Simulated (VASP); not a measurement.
Here is a VASP 6.6.1 calculation.

The input INCAR:

```
SYSTEM = BN
PREC = Accurate
ENCUT = 520
EDIFF = 1E-6
ISMEAR = 0
SIGMA = 0.02
LREAL = .False.
LASPH = .True.
NELM = 80
ALGO = Normal
ISIF = 2
LWAVE = .False.
LCHARG = .True.
LDIPOL = .True.
IDIPOL = 3
DIPOL = 0.5 0.5 0.500
GGA = PE
IVDW = 12
LELF = .True.
LVHAR = .True.
LVACPOTAV = .True.
NBANDS = 11
```

KPOINTS

```
Automatic mesh
0
Gamma
  12 12 1
  0 0 0
```

The input POSCAR:

```
BN
1.0
    2.5120000000      0.0000000000      0.0000000000
   -1.2560000000      2.1754558143      0.0000000000
    0.0000000000      0.0000000000     26.0000000000
B N
1 1
Direct
    0.0000000000      0.0000000000      0.5164807692
    0.6666666667      0.3333333333      0.4835192308
```

Potentials or basis: VASP PAW PBE potentials, release 64 (B, N).

Command:

```sh
$ cat potpaw_PBE.64/B/POTCAR potpaw_PBE.64/N/POTCAR > POTCAR
$ mpirun -np 1 vasp_std > vasp.out
```

Q: Estimate the largest force.

A: 8.819 eV/Å.

Q: Predict the band gap on the k mesh.

A: Zero (bands 4 and 5 overlap by 0.71 eV).

Q: What does it give for the dispersion energy per atom?

A: -0.075 eV.

Forces on the atoms (eV/Å):
```
B    0.000  0.000 -8.819
N    0.000  0.000  8.819
```
